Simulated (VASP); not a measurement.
A run of VASP 6.6.1 is set up as follows.

File INCAR:

```
SYSTEM = In
PREC = Accurate ; ENCUT = 520
EDIFF = 1E-7 ; ISMEAR = -1
SIGMA = 0.06122561905347299 ; LREAL = .False.
LASPH = .True. ; NELM = 100
ALGO = Normal ; ISIF = 2
LWAVE = .False. ; LCHARG = .False.
GGA = PE ; NBANDS = 12
```

The input KPOINTS:

```
Automatic mesh
0
Gamma
  40 40 40
  0 0 0
```

File POSCAR:

```
In
1.0
   -1.9075976943      1.9075976943      1.9075976943
    1.9075976943     -1.9075976943      1.9075976943
    1.9075976943      1.9075976943     -1.9075976943
In
1
Direct
    0.0000000000      0.0000000000      0.0000000000
```

Potentials or basis: VASP PAW PBE potentials, release 64 (In_d).

Launch:

```sh
$ cat potpaw_PBE.64/In_d/POTCAR > POTCAR
$ mpirun -np 1 vasp_std > vasp.out
```

Question: Estimate the pressure.

Answer: 0.0 GPa.

Question: Predict the band gap on the k mesh.

Answer: Zero (an odd number of electrons rules out a gap without spin polarisation).

Caveat: spin-orbit coupling is left out, which moves the levels of the heavy elements.
